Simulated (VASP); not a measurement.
# CO2 (Pa-3) in VASP: notebook, part 2 of 2

VASP 6.6.1.

## Step 3: Electric field gradients, PBE

This run uses another cell than the first one: it holds 24 atoms, not 12.

Contents of INCAR:

```
SYSTEM = CO2
ALGO = Normal ; EDIFF = 1E-8
ENCUT = 520 ; GGA = PE
ISIF = 2 ; ISMEAR = 0
LASPH = .TRUE. ; LCHARG = .FALSE.
LEFG = .TRUE. ; LREAL = Auto
LWAVE = .FALSE. ; NBANDS = 82
NELM = 80 ; PREC = Accurate
SIGMA = 0.01
```

Contents of KPOINTS:

```
k-points
0
G
  3 3 3
  0 0 0
```

Contents of POSCAR:

```
CO2
1.0
    0.0000000000      5.4970732800      5.4970732800
    5.4970732800      0.0000000000      5.4970732800
    5.4970732800      5.4970732800      0.0000000000
C O
8 16
Direct
    0.0000000000      0.0000000000      0.0000000000
    0.5000000000      0.5000000000      0.5000000000
    0.0000000000      0.5000000000      0.0000000000
    0.5000000000      0.0000000000      0.5000000000
    0.0000000000      0.0000000000      0.5000000000
    0.5000000000      0.5000000000      0.0000000000
    0.5000000000      0.0000000000      0.0000000000
    0.0000000000      0.5000000000      0.5000000000
    0.0612684900      0.0612684900      0.0612684900
    0.5612684900      0.5612684900      0.5612684900
    0.5612684900      0.0612684900      0.3161945300
    0.0612684900      0.5612684900      0.8161945300
    0.3161945300      0.5612684900      0.0612684900
    0.8161945300      0.0612684900      0.5612684900
    0.0612684900      0.3161945300      0.5612684900
    0.5612684900      0.8161945300      0.0612684900
    0.4387315100      0.4387315100      0.4387315100
    0.9387315100      0.9387315100      0.9387315100
    0.9387315100      0.4387315100      0.1838054700
    0.4387315100      0.9387315100      0.6838054700
    0.1838054700      0.9387315100      0.4387315100
    0.6838054700      0.4387315100      0.9387315100
    0.4387315100      0.1838054700      0.9387315100
    0.9387315100      0.6838054700      0.4387315100
```

Potentials or basis: VASP PAW PBE potentials, release 64 (C, O).

Started as:

```sh
$ cat potpaw_PBE.64/C/POTCAR potpaw_PBE.64/O/POTCAR > POTCAR
$ mpirun -np 1 vasp_std > vasp.out
```

OUTCAR:

```text
SYSTEM = CO2
   EDIFF = 1E-8
   ENCUT = 520
   GGA = PE
   ISIF = 2
   ISMEAR = 0
   LASPH = .TRUE.
   LREAL = Auto
   NELM = 80
   PREC = Accurate

 ion  position               nearest neighbor table
   1  0.000  0.000  0.000-   9 1.17  18 1.17
   2  0.500  0.500  0.500-  10 1.17  17 1.17
   3  0.000  0.500  0.000-  12 1.17  19 1.17
   4  0.500  0.000  0.500-  11 1.17  20 1.17
   5  0.000  0.000  0.500-  14 1.17  21 1.17
   6  0.500  0.500  0.000-  13 1.17  22 1.17
   7  0.500  0.000  0.000-  16 1.17  23 1.17
   8  0.000  0.500  0.500-  15 1.17  24 1.17
   9  0.061  0.061  0.061-   1 1.17
  10  0.561  0.561  0.561-   2 1.17
  11  0.561  0.061  0.316-   4 1.17
  12  0.061  0.561  0.816-   3 1.17
  13  0.316  0.561  0.061-   6 1.17
  14  0.816  0.061  0.561-   5 1.17
[... 8 lines left out ...]
  23  0.439  0.184  0.939-   7 1.17
  24  0.939  0.684  0.439-   8 1.17

  LATTYP: Found a face centered cubic cell.
 ALAT       =    10.9941465600

  Lattice vectors:

 A1 = (   0.0000000000,   5.4970732800,   5.4970732800)
 A2 = (   5.4970732800,   0.0000000000,   5.4970732800)
 A3 = (   5.4970732800,   5.4970732800,   0.0000000000)

[... 567 lines left out ...]

  FREE ENERGIE OF THE ION-ELECTRON SYSTEM (eV)
  ---------------------------------------------------
  free  energy   TOTEN  =      -184.0080334984 eV

  energy  without entropy=     -184.0080334984  energy(sigma->0) =     -184.00803350

 Electric field gradients (V/A^2)
---------------------------------------------------------------------
 ion       V_xx      V_yy      V_zz      V_xy      V_xz      V_yz
---------------------------------------------------------------------
   1       0.000     0.000    -0.000   -25.080   -25.080   -25.080
   2       0.000     0.000     0.000   -25.080   -25.080   -25.080
   3       0.000     0.000    -0.000   -25.081    25.081    25.081
   4       0.000     0.000    -0.000   -25.081    25.081    25.081
   5      -0.000     0.000     0.000    25.081    25.081   -25.081
   6      -0.000     0.000     0.000    25.081    25.081   -25.081
[... 16 lines left out ...]
  23      -0.001     0.001    -0.001   -33.980    33.982   -33.980
  24      -0.001     0.001    -0.001   -33.980    33.982   -33.980
---------------------------------------------------------------------

 Electric field gradients after diagonalization (V/A^2)
 (convention: |V_zz| > |V_xx| > |V_yy|)
----------------------------------------------------------------------
 ion       V_xx      V_yy      V_zz     asymmetry (V_yy - V_xx)/ V_zz
----------------------------------------------------------------------
   1      25.080    25.080   -50.160       0.000
   2      25.080    25.080   -50.160       0.000
   3      25.081    25.081   -50.163       0.000
   4      25.081    25.081   -50.163       0.000
   5      25.081    25.081   -50.163       0.000
   6      25.081    25.081   -50.163       0.000
[... 16 lines left out ...]
  23     -33.982   -33.980    67.962       0.000
  24     -33.982   -33.980    67.962       0.000
----------------------------------------------------------------------

           NMR quadrupolar parameters

 Cq : quadrupolar parameter    Cq=e*Q*V_zz/h
 eta: asymmetry parameters     (V_yy - V_xx)/ V_zz
 Q  : nuclear electric quadrupole moment in mb (millibarn)
----------------------------------------------------------------------
 ion       Cq(MHz)       eta       Q (mb)
----------------------------------------------------------------------
   1      -0.121       0.000       1.000
   2      -0.121       0.000       1.000
   3      -0.121       0.000       1.000
   4      -0.121       0.000       1.000
   5      -0.121       0.000       1.000
   6      -0.121       0.000       1.000
[... 16 lines left out ...]
  23       0.164       0.000       1.000
  24       0.164       0.000       1.000
----------------------------------------------------------------------
```

OSZICAR:

```text
N       E                     dE             d eps       ncg     rms          rms(c)
DAV:   1     0.866972786129E+03    0.86697E+03   -0.68937E+04   672   0.144E+03
DAV:   2    -0.130587706358E+03   -0.99756E+03   -0.97741E+03   838   0.345E+02
DAV:   3    -0.195599731080E+03   -0.65012E+02   -0.64546E+02   752   0.918E+01
DAV:   4    -0.196722692356E+03   -0.11230E+01   -0.11166E+01   864   0.125E+01
DAV:   5    -0.196744567169E+03   -0.21875E-01   -0.21805E-01   792   0.168E+00    0.271E+01
DAV:   6    -0.185003262629E+03    0.11741E+02   -0.41583E+01   744   0.240E+01    0.122E+01
DAV:   7    -0.184227902959E+03    0.77536E+00   -0.19011E+00   784   0.554E+00    0.695E+00
DAV:   8    -0.184037603858E+03    0.19030E+00   -0.14055E+00   750   0.422E+00    0.152E+00
DAV:   9    -0.184005704486E+03    0.31899E-01   -0.12675E-01   776   0.143E+00    0.601E-01
DAV:  10    -0.184007495035E+03   -0.17905E-02   -0.18614E-02   784   0.477E-01    0.110E-01
DAV:  11    -0.184007989140E+03   -0.49410E-03   -0.10001E-03   768   0.113E-01    0.440E-02
DAV:  12    -0.184008033396E+03   -0.44256E-04   -0.15585E-04   792   0.435E-02    0.675E-03
DAV:  13    -0.184008033782E+03   -0.38610E-06   -0.34069E-06   824   0.679E-03    0.286E-03
DAV:  14    -0.184008033451E+03    0.33102E-06   -0.69631E-07   800   0.364E-03    0.141E-03
DAV:  15    -0.184008033425E+03    0.26457E-07   -0.12495E-07   760   0.143E-03    0.420E-04
DAV:  16    -0.184008033494E+03   -0.69302E-07   -0.12821E-08   544   0.437E-04    0.850E-05
DAV:  17    -0.184008033507E+03   -0.13004E-07   -0.24584E-09   464   0.203E-04    0.944E-05
DAV:  18    -0.184008033498E+03    0.86347E-08   -0.30416E-10   472   0.746E-05
   1 F= -.18400803E+03 E0= -.18400803E+03  d E =-.980098E-20
```

stdout:

```text
POSCAR found type information on POSCAR C O
 POSCAR found :  2 types and      24 ions
 scaLAPACK will be used
 LDA part: xc-table for (Slater+PW92), standard interpolation
 POSCAR, INCAR and KPOINTS ok, starting setup
 FFT: planning ... GRIDC
 FFT: planning ... GRID_SOFT
 FFT: planning ... GRID
 WAVECAR not read
 entering main loop
ion   1

ion   2

ion   3

ion   4

ion   5

ion   6

ion   7

ion   8

ion   9

ion  10

ion  11

ion  12

ion  13

ion  14

ion  15

ion  16

ion  17

ion  18

ion  19

ion  20

ion  21

ion  22

ion  23

ion  24
```

Run time: 2.5 min. Hardware: 1 thread of Intel Xeon 6975P-C (Granite Rapids), shared host; peak memory 0.5 GiB.

Results:

- Free energy: -184.0080 eV
- Pressure: 4.2 GPa
- Largest force: 0.755 eV/Å
- Band gap on the k mesh: 6.85 eV

Forces on the atoms (eV/Å):
```
C    0.000  0.000  0.000
C    0.000  0.000  0.000
C    0.000  0.000  0.000
C    0.000  0.000  0.000
C    0.000  0.000  0.000
C    0.000  0.000  0.000
C    0.000  0.000  0.000
C    0.000  0.000  0.000
O    0.436  0.436  0.436
O    0.436  0.436  0.436
O   -0.436 -0.436  0.436
O   -0.436 -0.436  0.436
O    0.436 -0.436 -0.436
O    0.436 -0.436 -0.436
O   -0.436  0.436 -0.436
O   -0.436  0.436 -0.436
O   -0.436 -0.436 -0.436
O   -0.436 -0.436 -0.436
O    0.436  0.436 -0.436
O    0.436  0.436 -0.436
O   -0.436  0.436  0.436
O   -0.436  0.436  0.436
O    0.436 -0.436  0.436
O    0.436 -0.436  0.436
```

Electric field gradients, principal values (V/Å²):
```csv
atom,least,middle,greatest (by size)
1 C,25.080,25.080,-50.160
2 C,25.080,25.080,-50.160
3 C,25.081,25.081,-50.163
4 C,25.081,25.081,-50.163
5 C,25.081,25.081,-50.163
6 C,25.081,25.081,-50.163
7 C,25.081,25.081,-50.163
8 C,25.081,25.081,-50.163
9 O,-33.981,-33.981,67.962
10 O,-33.981,-33.981,67.962
11 O,-33.980,-33.982,67.962
12 O,-33.980,-33.982,67.962
13 O,-33.980,-33.982,67.962
14 O,-33.980,-33.982,67.962
15 O,-33.980,-33.982,67.962
16 O,-33.980,-33.982,67.962
17 O,-33.981,-33.981,67.962
18 O,-33.981,-33.981,67.962
19 O,-33.980,-33.982,67.962
20 O,-33.980,-33.982,67.962
21 O,-33.980,-33.982,67.962
22 O,-33.980,-33.982,67.962
23 O,-33.980,-33.982,67.962
24 O,-33.980,-33.982,67.962
```

Caveat: without QUAD_EFG the Cq values of the log hold for a quadrupole moment of 1 mb, not for the nuclei.
